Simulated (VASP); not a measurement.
**ZnSn2N2: single point with PBE**

ZnSn2N2:

```
Zn Sn N
1.0
     3.18348   -3.48227    0.00000
     3.18348    3.48227    0.00000
     0.00000    0.00000    5.61453
Zn Sn N
1 2 2
Direct
  0.50000 0.50000 0.00000
  0.00000 0.00000 0.50000
  0.50000 0.50000 0.50000
  0.91859 0.08141 0.00000
  0.08141 0.91859 0.00000
```

The cell was generated, and may not be a known phase.

| Property | Result |
| --- | --- |
| Program | VASP 6.6.1 |
| Task | single point |
| Functional | PBE |
| Potentials or basis | VASP PAW PBE potentials, release 64 (Zn, Sn_d, N) |
| Cutoff | 520 eV |
| k mesh | 4 × 4 × 4 |
| Occupations | gaussian, width 0.1 eV |
| Spin | no spin polarisation |
| Dipole correction | no |
| Further INCAR settings | ALGO = Normal; EDIFF = 1e-06; NBANDS = 33 |

The pressure is 0.5 GPa and the largest force is 1.168 eV/Å. The band gap on the k mesh is zero (bands 25 and 26 overlap by 1.44 eV).

Forces on the atoms (eV/Å):
```
Zn   0.000  0.000  0.000
Sn   0.000  0.000  0.000
Sn   0.000  0.000  0.000
N    0.000  1.168  0.000
N    0.000 -1.168  0.000
```

Stress tensor (GPa, compression positive):
```
 0.00  0.00  0.00
 0.00  1.74  0.00
 0.00  0.00 -0.24
```

Levels at points of the mesh, in eV from the Fermi level:
| k point | band 21 | band 22 | band 23 | band 24 | band 25 | band 26 | band 27 | band 28 | band 29 | band 30 |
| --- | --- | --- | --- | --- | --- | --- | --- | --- | --- | --- |
| (0.00, 0.00, 0.00) | -6.48 | -4.73 | -1.82 | -1.71 | -0.72 | -0.69 | 0.23 | 0.55 | 2.75 | 3.14 |
| (0.50, 0.00, 0.00) | -6.53 | -6.34 | -1.64 | -1.28 | -0.01 | 0.45 | 0.67 | 0.74 | 1.45 | 1.59 |
| (0.50, 0.50, 0.00) | -6.70 | -5.56 | -3.06 | -2.87 | -1.19 | -1.00 | 0.16 | 1.20 | 2.25 | 3.45 |
| (0.00, 0.00, 0.50) | -7.06 | -4.00 | -3.49 | -1.67 | -1.22 | 0.32 | 0.70 | 1.36 | 3.40 | 3.75 |
| (0.50, 0.00, 0.50) | -7.04 | -6.00 | -3.66 | -0.60 | 0.02 | 0.63 | 0.80 | 1.17 | 1.53 | 2.06 |
| (0.50, 0.50, 0.50) | -6.69 | -5.31 | -3.77 | -3.15 | -3.07 | 0.98 | 1.06 | 1.20 | 2.01 | 2.21 |

It took 120 s on 1 thread of Intel Xeon 8259CL, with other jobs on the host, peak memory 0.26 GiB.

Caveat: the standard files for N, O and F lose accuracy on very short bonds; spin-orbit coupling is left out, which moves the levels of the heavy elements; forces of over 1 eV/Å act on the atoms, so gaps and moduli don't describe the material at rest.
